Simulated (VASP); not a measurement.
Crystal: Pb.

```
Pb
1.0
     3.48000    0.00000    0.00000
    -1.74000    3.01377    0.00000
     0.00000    0.00000    5.59000
Pb
2
Cartesian
  1.7400 1.0046 4.1925
  0.0000 2.0092 1.3975
```

Base run:

| Quantity | Value |
| --- | --- |
| Program | VASP 6.6.1 |
| Functional | RPBE |
| Potentials or basis | VASP PAW PBE potentials, release 64 (Pb_d) |
| Cutoff | 520 eV |
| k mesh | 9 × 9 × 5 |
| Occupations | fermi-dirac, width 0.05 eV |
| Spin | no spin polarisation |

Its results: band gap on the k mesh zero (band 14 reaches 13.55 eV, above the bottom of band 15 at 5.75 eV); pressure 5.7 GPa.

**Question.** The run is repeated on the same cell with these changes: functional from RPBE to revPBE. What comes out?

**Answer.** Band gap on the k mesh zero (band 14 reaches 13.50 eV, above the bottom of band 15 at 5.71 eV); pressure 5.3 GPa.

Caveats: the PAW data sets were made with another functional, which shifts forces and pressure a little; spin-orbit coupling is left out, which moves the levels of the heavy elements.
